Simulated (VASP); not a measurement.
Runs of VASP 6.6.1 on WS2. Symmetry: R3m, No. 160, trigonal system. Conventional cell: a = 3.172 Å, b = 3.172 Å, c = 18.712 Å, α = 90.00°, β = 90.00°, γ = 120.00°. Within 3.2 Å of W (site symmetry 3m) lie 6 S at 2.41 Å and 6 W at 3.17 Å. S (site symmetry 3m) has 3 W at 2.41 Å and 7 S at 3.12 to 3.17 Å within 3.2 Å. S (site symmetry 3m) has 3 W at 2.41 Å and 7 S at 3.12 to 3.17 Å within 3.2 Å. 

```csv
level,potentials or basis,k mesh,gap on the mesh (eV),pressure (GPa),largest force (eV/Å)
PBE,"VASP PAW PBE potentials, release 64 (W_sv, S)",4 × 4 × 4,1.42,2.8,0.14
LDA,"VASP PAW LDA potentials, release 64 (W_sv, S)",4 × 4 × 4,(b),(c),0.31
PBE,"VASP PAW PBE potentials, release 64 (W_sv, S)",8 × 8 × 8,1.24,(a),0.20
r2SCAN,"VASP PAW PBE potentials, release 64 (W_sv, S)",8 × 8 × 8,1.35,1.4,0.03
```

Alike in all rows: task single point; no spin polarisation; cell as given; cutoff (eV) 520; smearing gaussian 0.01 eV.

Estimate the missing entries.

(a) 3.2; (b) 1.34; (c) -4.8.

Caveats: some runs use coarse meshes; spin-orbit coupling is left out, which moves the levels of the heavy elements; the cell stands under pressure (at least some runs); the PAW data sets were made with another functional, which shifts forces and pressure a little (at least some runs).

A k mesh can miss the band edges, and the runs leave out spin-orbit coupling on W.
